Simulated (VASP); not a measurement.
A run of VASP 6.6.1 is set up as follows.

File INCAR:

```
SYSTEM = AlP
ALGO = Normal
EDIFF = 1E-6
ENCUT = 500
GGA = PE
GGA_COMPAT = .FALSE.
ISIF = 2
ISMEAR = 0
IVDW = 12
LASPH = .TRUE.
LCHARG = .FALSE.
LREAL = .FALSE.
LWAVE = .FALSE.
NBANDS = 11
NELM = 120
PREC = Accurate
SIGMA = 0.02
```

The input KPOINTS:

```
k-points
0
G
  8 8 8
  0 0 0
```

POSCAR

```
AlP
1.0
    0.0000000000      2.7259144688      2.7259144688
    2.7259144688      0.0000000000      2.7259144688
    2.7259144688      2.7259144688      0.0000000000
Al P
1 1
Direct
    0.0000000000      0.0000000000      0.0000000000
    0.2500000000      0.2500000000      0.2500000000
```

Potentials or basis: VASP PAW PBE potentials, release 64 (Al, P).

Launch:

```sh
$ cat potpaw_PBE.64/Al/POTCAR potpaw_PBE.64/P/POTCAR > POTCAR
$ mpirun -np 1 vasp_std > vasp.out
```

**Question.** Estimate the pressure.

**Answer.** -0.1 GPa.

**Question.** What does it give for the dispersion energy per atom?

**Answer.** -0.310 eV.

**Question.** Predict the band gap on the k mesh.

**Answer.** 1.57 eV, indirect (least direct gap 3.34 eV).

A k mesh can miss the band edges. A hybrid or GW would open this gap; PBE tends to underestimate it.
